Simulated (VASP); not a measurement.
Write the native input for VASP 6.6.1 that does the following.

```
Task                   : single point
Functional             : PBE
Potentials or basis    : VASP PAW PBE potentials, release 64 (Cd)
Cutoff                 : 520 eV
k mesh                 : 14 × 14 × 7
Occupations            : fermi-dirac, width 0.05 eV
Spin                   : no spin polarisation
Dipole correction      : no
Further INCAR settings : ALGO = Normal; EDIFF = 1e-06; NBANDS = 19
```

The structure of Cd lies in POSCAR:

```
Cd
1.0
    2.8895063329      0.0000000000      0.0000000000
   -1.4447531664      2.5023858886      0.0000000000
    0.0000000000      0.0000000000      5.6176500000
Cd
2
Direct
    0.3333333333      0.6666666667      0.2500000000
    0.6666666667      0.3333333333      0.7500000000
```

This cell differs from its parent crystal: equal xx and yy strain of -3 %.

The input as run:

INCAR

```
PREC = Accurate
ENCUT = 520
EDIFF = 1E-6
ISMEAR = -1
SIGMA = 0.05
LREAL = False
LASPH = True
NELM = 80
ALGO = Normal
ISIF = 2
LWAVE = False
LCHARG = False
GGA = PE
NBANDS = 19
```

KPOINTS

```
regular mesh
0
Gamma
  14 14 7
```

Potentials or basis: VASP PAW PBE potentials, release 64 (Cd).

The run is started by

```bash
$ cat potpaw_PBE.64/Cd/POTCAR > POTCAR
$ mpirun -np 1 vasp_std > vasp.out
```

Results of the run:

```json
{
  "Pressure": "8.7 GPa",
  "Band gap on the k mesh": "zero (band 12 reaches 5.03 eV, above the bottom of band 13 at 0.12 eV)"
}
```

Caveat: the cell differs from its parent crystal (equal xx and yy strain of -3 %).

Run time: 43 s on 1 thread of Intel(R) Xeon(R) Platinum 8488C (Sapphire Rapids), with other jobs on the host, peak memory 0.19 GiB.
